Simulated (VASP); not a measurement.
Here is a VASP 6.6.1 calculation.

The input INCAR:

```
SYSTEM = Sc2BP3
PREC = Accurate ; ENCUT = 520
EDIFF = 1E-6 ; ISMEAR = 0
SIGMA = 0.1 ; LREAL = .FALSE.
LASPH = .TRUE. ; NELM = 100
ALGO = Normal ; ISIF = 2
LWAVE = .FALSE. ; LCHARG = .TRUE.
GGA = PE ; LELF = .TRUE.
LVHAR = .TRUE. ; NBANDS = 29
```

KPOINTS

```
Automatic mesh
0
G
  12 12 4
  0 0 0
```

The input POSCAR:

```
Sc2BP3
1.0
    4.2638929234      0.0000000000      0.0000000000
   -2.1319464617      3.6926395907      0.0000000000
    0.0000000000      0.0000000000      8.8717354369
Sc B P
2 1 3
Direct
    0.6666666667      0.3333333333      0.5000000000
    0.3333333333      0.6666666667      0.0000000000
    0.3333333333      0.6666666667      0.5000000000
    0.3333333333      0.6666666667      0.3030619147
    0.3333333333      0.6666666667      0.6969380853
    0.6666666667      0.3333333333      0.0000000000
```

Potentials or basis: VASP PAW PBE potentials, release 64 (Sc_sv, B, P).

Run with:

```sh
$ cat potpaw_PBE.64/Sc_sv/POTCAR potpaw_PBE.64/B/POTCAR potpaw_PBE.64/P/POTCAR > POTCAR
$ mpirun -np 1 vasp_std > vasp.out
```

**Question.** Predict the band gap on the k mesh.

**Answer.** Zero (bands 20 and 21 overlap by 0.27 eV).

**Question.** What does it give for the pressure?

**Answer.** 0.0 GPa.

**Question.** Estimate the largest force.

**Answer.** 0.043 eV/Å.

Forces in eV/Å, atoms in the order of the input:
```
Sc   0.000  0.000  0.000
Sc   0.000  0.000  0.000
B    0.000  0.000  0.000
P    0.000  0.000  0.043
P    0.000  0.000 -0.043
P    0.000  0.000  0.000
```

Caveat: semilocal functionals underestimate gaps, and a narrow one can read as zero.
